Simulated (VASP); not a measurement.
**MgO: single point with PBE**

The system is MgO.

```
CELL_PARAMETERS angstrom
2.62335 0.00000 0.00000
0.00000 2.62335 0.00000
0.00000 0.00000 2.62335
ATOMIC_POSITIONS crystal
Mg 0.00000 0.00000 0.00000
O 0.50000 0.50000 0.50000
```

| Item | Value |
| --- | --- |
| Program | VASP 6.6.1 |
| Task | single point |
| Functional | PBE |
| Potentials or basis | VASP PAW PBE potentials, release 64 (Mg, O) |
| Cutoff | 520 eV |
| k mesh | 10 × 10 × 10 |
| Occupations | fermi-dirac, width 0.02 eV |
| Spin | no spin polarisation |
| Dipole correction | no |
| Further INCAR settings | ALGO = Normal; EDIFF = 1e-07; NBANDS = 11 |

```yaml
Pressure: 5.5 GPa
Band_gap_on_the_k_mesh: 2.62 eV, indirect (least direct gap 3.64 eV)
```

Levels at points of the mesh, in eV from the valence-band top:
| k point | band 1 | band 2 | band 3 | band 4 | band 5 | band 6 | band 7 | band 8 |
| --- | --- | --- | --- | --- | --- | --- | --- | --- |
| (0.00, 0.00, 0.00) | -18.59 | -1.02 | -1.02 | -1.02 | 2.62 | 10.47 | 10.47 | 20.49 |
| (0.50, 0.00, 0.00) | -17.34 | -6.57 | -0.57 | -0.57 | 7.11 | 9.55 | 14.61 | 17.50 |
| (0.50, 0.50, 0.00) | -16.46 | -4.76 | -4.76 | 0.00 | 4.99 | 12.30 | 12.30 | 13.44 |
| (0.50, 0.50, 0.50) | -15.60 | -3.67 | -3.67 | -3.67 | 7.53 | 7.53 | 7.53 | 16.51 |

Wall time 15 s on 1 thread of Intel Xeon 8259CL, with other jobs on the host, peak memory 0.13 GiB.

A k mesh can miss the band edges. A hybrid or GW would open this gap; PBE tends to underestimate it.
